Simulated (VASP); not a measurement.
# ZnIr (P-6m2) in VASP: single point with LDA

Aim: the single point of ZnIr with LDA.

Program: VASP 6.6.1. These are calculated values, not measurements. Logs are shortened: lines on timing, memory, paths and dates and some standing lists are left out, and cuts for length are marked.

## (1) The cell of the first run

Symmetry: P-6m2, No. 187, hexagonal system. Conventional cell: a = 2.777 Å, b = 2.777 Å, c = 4.164 Å, α = 90.00°, β = 90.00°, γ = 120.00°. Within 3.5 Å of Zn (site symmetry -6m2) lie 6 Ir at 2.63 Å and 6 Zn at 2.78 Å. Within 3.5 Å of Ir (site symmetry -6m2) lie 6 Zn at 2.63 Å and 6 Ir at 2.78 Å.

## (2) Single point, LDA, collinear spin, ferromagnetic start

Input file INCAR:

```
SYSTEM = ZnIr
ALGO = Normal
EDIFF = 1E-6
ENCUT = 520
ISIF = 2
ISMEAR = -1
ISPIN = 2
LASPH = .TRUE.
LCHARG = .FALSE.
LMAXMIX = 4
LORBIT = 11
LREAL = .FALSE.
LWAVE = .FALSE.
MAGMOM = 0 0.8
NBANDS = 22
NELM = 150
PREC = Accurate
SIGMA = 0.03
```

Input file KPOINTS:

```
k-points
0
G
  14 14 8
  0 0 0
```

Input file POSCAR:

```
ZnIr
1.0
    2.7771790596      0.0000000000      0.0000000000
   -1.3885895298      2.4051076165      0.0000000000
    0.0000000000      0.0000000000      4.1638620700
Zn Ir
1 1
Direct
    0.6666666667      0.3333333333      0.5000000000
    0.0000000000      0.0000000000      0.0000000000
```

Potentials or basis: VASP PAW LDA potentials, release 64 (Zn, Ir).

Launch:

```sh
cat potpaw_LDA.64/Zn/POTCAR potpaw_LDA.64/Ir/POTCAR > POTCAR
mpirun -np 1 vasp_std > vasp.out
```

OUTCAR:

```text
SYSTEM = ZnIr
   EDIFF = 1E-6
   ENCUT = 520
   ISIF = 2
   ISMEAR = -1
   ISPIN = 2
   LASPH = .TRUE.
   LORBIT = 11
   LREAL = .FALSE.
   NELM = 150
   PREC = Accurate

 ion  position               nearest neighbor table
   1  0.667  0.333  0.500-   2 2.63   2 2.63   2 2.63   2 2.63   2 2.63   2 2.63
   2  0.000  0.000  0.000-   1 2.63   1 2.63   1 2.63   1 2.63   1 2.63   1 2.63

  LATTYP: Found a hexagonal cell.
 ALAT       =     2.7771790596
 C/A-ratio  =     1.4993135050

  Lattice vectors:

 A1 = (   2.7771790596,   0.0000000000,   0.0000000000)
 A2 = (  -1.3885895298,   2.4051076165,   0.0000000000)
 A3 = (   0.0000000000,   0.0000000000,   4.1638620700)

Analysis of symmetry for initial positions (statically):
=====================================================================
 Subroutine PRICEL returns:
 Original cell was already a primitive cell.

 Routine SETGRP: Setting up the symmetry group for a
 hexagonal supercell.

 Subroutine GETGRP returns: Found 12 space group operations
 (whereof 12 operations were pure point group operations)
 out of a pool of 24 trial point group operations.

The static configuration has the point symmetry D_3h.

Analysis of symmetry for dynamics (positions and initial velocities):
=====================================================================
 Subroutine PRICEL returns:
 Original cell was already a primitive cell.

 Routine SETGRP: Setting up the symmetry group for a
 hexagonal supercell.

 Subroutine GETGRP returns: Found 12 space group operations
 (whereof 12 operations were pure point group operations)
 out of a pool of 24 trial point group operations.

The dynamic configuration has the point symmetry D_3h.

Analysis of structural, dynamic, and magnetic symmetry:
=====================================================================
 Subroutine PRICEL returns:
 Original cell was already a primitive cell.

 Routine SETGRP: Setting up the symmetry group for a
 hexagonal supercell.

 Subroutine GETGRP returns: Found 12 space group operations
 (whereof 12 operations were pure point group operations)
 out of a pool of 24 trial point group operations.

The overall configuration has the point symmetry D_3h.

 Subroutine INISYM returns: Found 12 space group operations
 (whereof 12 operations are pure point group operations),
 and found     1 'primitive' translations

----------------------------------------------------------------------------------------

                                     Primitive cell

  volume of cell :      27.8122

  direct lattice vectors                    reciprocal lattice vectors
     2.777179060  0.000000000  0.000000000     0.360077611  0.207890905  0.000000000
    -1.388589530  2.405107617  0.000000000     0.000000000  0.415781811  0.000000000
     0.000000000  0.000000000  4.163862070     0.000000000  0.000000000  0.240161654

  length of vectors
     2.777179060  2.777179060  4.163862070     0.415781811  0.415781811  0.240161654

  position of ions in fractional coordinates (direct lattice)
     0.666666667  0.333333333  0.500000000
     0.000000000  0.000000000  0.000000000

  ion indices of the primitive-cell ions
   primitive index   ion index
                 1           1
                 2           2

----------------------------------------------------------------------------------------

 KPOINTS: k-points

Automatic generation of k-mesh.
 Grid dimensions read from file:
 generate k-points for:   14   14    8

 Generating k-lattice:

  Cartesian coordinates                     Fractional coordinates (reciprocal lattice)
     0.025719829  0.014849350  0.000000000     0.071428571  0.000000000  0.000000000
     0.000000000  0.029698701  0.000000000     0.000000000  0.071428571  0.000000000
     0.000000000  0.000000000  0.030020207     0.000000000  0.000000000  0.125000000

  Length of vectors
     0.029698701  0.029698701  0.030020207

  Shift w.r.t. Gamma in fractional coordinates (k-lattice)
     0.000000000  0.000000000  0.000000000

 Subroutine IBZKPT returns following result:
 ===========================================

 Found    120 irreducible k-points:

 Following reciprocal coordinates:
            Coordinates               Weight
  0.000000  0.000000  0.000000      1.000000
  0.071429  0.000000  0.000000      6.000000
  0.142857 -0.000000  0.000000      6.000000
  0.214286 -0.000000  0.000000      6.000000
  0.285714  0.000000  0.000000      6.000000
  0.357143  0.000000  0.000000      6.000000
[... 16 lines left out ...]
  0.285714  0.285714  0.000000      6.000000
  0.357143  0.285714  0.000000      6.000000
 [... further k-points ...]
   k-points           NKPTS =    120   k-points in BZ     NKDIM =    120   number of bands    NBANDS=     22
   number of dos      NEDOS =    301   number of ions     NIONS =      2
   total plane-waves  NPLWV =  18432
   dimension x,y,z NGX =    24 NGY =   24 NGZ =   32
   dimension x,y,z NGXF=    48 NGYF=   48 NGZF=   64
   ions per type =               1   1
   NGX,Y,Z   is equivalent  to a cutoff of  14.37, 14.37, 12.78 a.u.
   NGXF,Y,Z  is equivalent  to a cutoff of  28.73, 28.73, 25.55 a.u.
 SYSTEM =  ZnIr
   PREC   = accura    normal or accurate (medium, high low for compatibility)
   ISTART =      0    job   : 0-new  1-cont  2-samecut
   ICHARG =      2    charge: 1-file 2-atom 10-const
   ISPIN  =      2    spin polarized calculation?
   LNONCOLLINEAR =      F non collinear calculations
   LSORBIT =      F    spin-orbit coupling
   LASPH  =      T    aspherical Exc in radial PAW
   ENCUT  =  520.0 eV  38.22 Ry    6.18 a.u.   5.16  5.16  7.74*2*pi/ulx,y,z
   NELM   =    150;   NELMIN=  2; NELMDL= -5     # of ELM steps
   EDIFF  = 0.1E-05   stopping-criterion for ELM
   LREAL  =      F    real-space projection
   EDIFFG = 0.1E-04   stopping-criterion for IOM
   NSW    =      0    number of steps for IOM
   IBRION =     -1    ionic relax: 0-MD 1-quasi-New 2-CG
   NFREE  =      0    steps in history (QN), initial steepest desc. (CG)
   ISIF   =      2    stress and relaxation
   ISYM   =      2    0-nonsym 1-usesym 2-fastsym
   POTIM  = 0.5000    time-step for ionic-motion
   TEBEG  =    0.0;   TEEND  =   0.0 temperature during run
   PSTRESS=    0.0 pullay stress
   NELECT =      21.0000    total number of electrons
   NUPDOWN=      -1.0000    fix difference up-down
   EMIN   =  10.00;   EMAX   =-10.00  energy-range for DOS
   EFERMI =   0.00;   METHOD = LEGACY
   ISMEAR =    -1;   SIGMA  =   0.03  broadening in eV -4-tet -1-fermi 0-gaus
   EFERMI_NEDOS =   21; number of points for ismear=-14 and -15
   IALGO  =     38    algorithm
   IMIX   =      4    mixing-type and parameters
     AMIX     =   0.40;   BMIX     =  1.00
     AMIX_MAG =   1.60;   BMIX_MAG =  1.00
  volume/ion in A,a.u.               =      13.91        93.84
  Fermi-wavevector in a.u.,A,eV,Ry     =   1.490744  2.817097 30.236460  2.222317
  Thomas-Fermi vector in A             =   2.603487
   LORBIT       =     11    0 simple, 1 ext, 2 COOP (PROOUT), +10 PAW based schemes
   GGA     = CA    functional components
   LHFCALC =     F    Hartree Fock is set to
   AEXX    =    0.0000 exact exchange contribution
   IVDW    =     0    specifies the selected vdW correction
   LEPSILON=     F    determine dielectric tensor
   LRPA    =     F    only Hartree local field effects (RPA)
 spin polarized calculation
  energy-cutoff  :      520.00
  volume of cell :       27.81
 maximum number of plane-waves:       760
 NGX is ok and might be reduce to    24
   NGX = 11   NGY = 11   NGZ = 15

 number of electron      20.9999992 magnetization      -0.0009259

 number of electron      20.9999992 magnetization       0.0000750

 Free energy of the ion-electron system (eV)
  ---------------------------------------------------
  ext. energy  EPLUGINS =         0.00000000
  ---------------------------------------------------
  free energy    TOTEN  =       -12.55222084 eV

  energy without entropy =      -12.55045149  energy(sigma->0) =      -12.55133617

 E-fermi :   6.3556     XC(G=0): -13.3274

 val. band max:        6.3456925491   @ k =   0.0714   0.0000   0.2500
 cond. band min:       6.4035231764   @ k =   0.2857   0.0714   0.3750
 fundamental gap:      0.0578306272
 Fermi energy:         6.3555906192

 spin component 1

 k-point     1 :       0.0000    0.0000    0.0000
  band No.  band energies     occupation
      1      -4.1815      1.00000
      2      -1.6026      1.00000
      3      -0.8551      1.00000
      4      -0.8551      1.00000
      5      -0.5180      1.00000
      6      -0.5180      1.00000
[... 14 lines left out ...]
     21      28.8487      0.00000
     22      28.8487      0.00000

 k-point     2 :       0.0714    0.0000    0.0000
  band No.  band energies     occupation
      1      -4.0207      1.00000
      2      -1.5474      1.00000
      3      -0.8758      1.00000
      4      -0.8254      1.00000
      5      -0.5501      1.00000
      6      -0.5293      1.00000
[... 14 lines left out ...]
     21      28.5120      0.00000
     22      29.0150      0.00000

 k-point     3 :       0.1429   -0.0000    0.0000
  band No.  band energies     occupation
      1      -3.5552      1.00000
      2      -1.4156      1.00000
      3      -0.9206      1.00000
      4      -0.7411      1.00000
      5      -0.6423      1.00000
      6      -0.5612      1.00000
[... 14 lines left out ...]
     21      29.4760      0.00000
     22      30.4049      0.00000
[... 476 lines left out ...]
 k-point    23 :       0.2857    0.2857    0.0000
  band No.  band energies     occupation
      1      -1.2642      1.00000
      2      -1.1922      1.00000
      3      -0.9394      1.00000
      4      -0.8270      1.00000
      5      -0.8117      1.00000
      6       2.3734      1.00000
[... 14 lines left out ...]
     21      32.2345      0.00000
     22      34.0209      0.00000

 k-point    24 :       0.3571    0.2857    0.0000
  band No.  band energies     occupation
      1      -1.2861      1.00000
      2      -1.1635      1.00000
      3      -0.9213      1.00000
      4      -0.8367      1.00000
      5      -0.8266      1.00000
      6       2.5667      1.00000
[... 14 lines left out ...]
     21      34.0628      0.00000
     22      34.9321      0.00000

 [... further k-points ...]

 spin component 2

 k-point     1 :       0.0000    0.0000    0.0000
  band No.  band energies     occupation
      1      -4.1814      1.00000
      2      -1.6026      1.00000
      3      -0.8551      1.00000
      4      -0.8551      1.00000
      5      -0.5180      1.00000
      6      -0.5180      1.00000
[... 14 lines left out ...]
     21      28.8487      0.00000
     22      28.8487      0.00000

 k-point     2 :       0.0714    0.0000    0.0000
  band No.  band energies     occupation
      1      -4.0206      1.00000
      2      -1.5473      1.00000
      3      -0.8758      1.00000
      4      -0.8254      1.00000
      5      -0.5501      1.00000
      6      -0.5293      1.00000
[... 14 lines left out ...]
     21      28.5120      0.00000
     22      29.0151      0.00000

 k-point     3 :       0.1429   -0.0000    0.0000
  band No.  band energies     occupation
      1      -3.5552      1.00000
      2      -1.4156      1.00000
      3      -0.9206      1.00000
      4      -0.7411      1.00000
      5      -0.6423      1.00000
      6      -0.5611      1.00000
[... 14 lines left out ...]
     21      29.4761      0.00000
     22      30.4050      0.00000
[... 476 lines left out ...]
 k-point    23 :       0.2857    0.2857    0.0000
  band No.  band energies     occupation
      1      -1.2642      1.00000
      2      -1.1922      1.00000
      3      -0.9394      1.00000
      4      -0.8270      1.00000
      5      -0.8117      1.00000
      6       2.3734      1.00000
[... 14 lines left out ...]
     21      32.2345      0.00000
     22      34.0210      0.00000

 k-point    24 :       0.3571    0.2857    0.0000
  band No.  band energies     occupation
      1      -1.2861      1.00000
      2      -1.1635      1.00000
      3      -0.9212      1.00000
      4      -0.8366      1.00000
      5      -0.8265      1.00000
      6       2.5668      1.00000
[... 14 lines left out ...]
     21      34.0628      0.00000
     22      34.9322      0.00000

 [... further k-points ...]

------------------------ aborting loop because EDIFF is reached ----------------------------------------

  FORCE on cell =-STRESS in cart. coord.  units (eV):
  Direction    XX          YY          ZZ          XY          YZ          ZX
  --------------------------------------------------------------------------------------
  -------------------------------------------------------------------------------------
  Total       -1.3957266     -1.3957266     -1.3033905      0.0000000      0.0000000      0.0000000
  in kB      -80.4037315    -80.4037315    -75.0845216      0.0000000      0.0000000      0.0000000
  external PRESSURE =     -78.6306615 kB  Pullay stress =       0.0000000 kB

 VOLUME and BASIS-vectors are now :
 -----------------------------------------------------------------------------
  energy-cutoff  :      520.00
  volume of cell :       27.81
      direct lattice vectors                 reciprocal lattice vectors
     2.777179060  0.000000000  0.000000000     0.360077611  0.207890905  0.000000000
    -1.388589530  2.405107617  0.000000000     0.000000000  0.415781811  0.000000000
     0.000000000  0.000000000  4.163862070     0.000000000  0.000000000  0.240161654

 POSITION                                       TOTAL-FORCE (eV/Angst)
 -----------------------------------------------------------------------------------
      1.38859      0.80170      2.08193        -0.000000     -0.000000      0.000000
      0.00000      0.00000      0.00000         0.000000      0.000000      0.000000
 -----------------------------------------------------------------------------------
    total drift:                               -0.000000      0.000000      0.000000

  FREE ENERGIE OF THE ION-ELECTRON SYSTEM (eV)
  ---------------------------------------------------
  free  energy   TOTEN  =       -12.5522208410 eV

  energy  without entropy=      -12.5504514933  energy(sigma->0) =      -12.55133617

 total charge

# of ion       s       p       d       tot
------------------------------------------
    1        0.596   0.546   9.780  10.922
    2        0.636   0.609   7.088   8.333
--------------------------------------------------
tot          1.232   1.155  16.867  19.254

 magnetization (x)

# of ion       s       p       d       tot
------------------------------------------
    1       -0.000   0.000   0.000  -0.000
    2        0.000   0.000   0.000   0.000
--------------------------------------------------
tot         -0.000   0.000   0.000   0.000
```

Run time: 1.8 min. Hardware: 1 thread of Oxide Virtual Turin-like, shared host; peak memory 0.2 GiB.

What came out:

```
Free energy                                           : -12.5522 eV
Pressure                                              : -7.9 GPa
Net moment                                            : 0.00 μB per cell
Valence electrons inside the program's atomic spheres : Zn 10.92; Ir 8.33
```

Levels at points of the mesh, in eV from the Fermi level:
Spin up:
| k point | band 6 | band 7 | band 8 | band 9 | band 10 | band 11 | band 12 | band 13 | band 14 | band 15 |
| --- | --- | --- | --- | --- | --- | --- | --- | --- | --- | --- |
| (0.00, 0.00, 0.00) | -6.87 | -5.00 | -2.72 | -2.72 | -0.69 | -0.09 | -0.09 | 5.49 | 14.96 | 16.56 |
| (0.50, 0.00, 0.00) | -5.72 | -4.28 | -3.79 | -2.01 | -0.65 | 1.38 | 3.60 | 7.06 | 7.21 | 9.29 |
| (0.00, 0.00, 0.50) | -6.90 | -6.84 | -3.30 | -2.55 | -2.55 | -0.18 | -0.18 | 11.82 | 14.84 | 16.15 |
| (0.50, 0.00, 0.50) | -5.68 | -4.94 | -1.31 | -1.30 | -1.21 | 0.66 | 1.39 | 4.43 | 6.20 | 12.90 |
Spin down:
```csv
k point,band 8,band 9,band 10,band 11,band 12,band 13
"(0.00, 0.00, 0.00)",-2.72,-2.72,-0.69,-0.09,-0.09,5.49
"(0.50, 0.00, 0.00)",-3.79,-2.01,-0.65,1.38,3.60,7.06
"(0.00, 0.00, 0.50)",-3.30,-2.55,-2.55,-0.18,-0.18,11.82
"(0.50, 0.00, 0.50)",-1.31,-1.30,-1.21,0.66,1.39,4.43
```

Caveat: spin-orbit coupling is left out, which moves the levels of the heavy elements.
